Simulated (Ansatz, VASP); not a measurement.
# Two plane-wave programs on Li2P

```
CELL_PARAMETERS angstrom
4.30732 0.00000 0.00000
-2.15366 3.73025 0.00000
0.00000 0.00000 6.91731
ATOMIC_POSITIONS crystal
Li 0.00000 0.00000 0.00000
Li 0.33333 0.66667 0.21948
Li 0.66667 0.33333 0.50000
Li 0.33333 0.66667 0.78052
P 0.66667 0.33333 0.16402
P 0.66667 0.33333 0.83598
```

Alike in both runs: functional PBE; k mesh 6 × 6 × 4; occupations gaussian, width 0.1 eV; no spin polarisation.

Ansatz relaxed the structure, and its values are those at the end. VASP's run is a single point on that final structure, the one shown.

```csv
,VASP,Ansatz
version,VASP 6.6.1,Ansatz 0.2.0
potentials or method,"VASP PAW PBE potentials, release 64 (Li_sv, P), cutoff 520 eV","scalar-relativistic, plane waves, PAW"
valence electrons in the cell,22,22
```

Ansatz gave:

| Property | Result |
| --- | --- |
| gap on the k mesh at the Fermi level (eV) | none |
| rms of the force components (eV/Å) | 0.012 |

Question: What did VASP give for the same quantities?

Answer: gap on the k mesh at the Fermi level (eV): none; rms of the force components (eV/Å): 0.025.

A gap of «none» marks a metal or a gap that the smearing closes. With one functional, cell and mesh, what is left measures potentials, basis and numerics.

Noted on VASP's run: the cutoff is short for stress, so the pressure is rough.
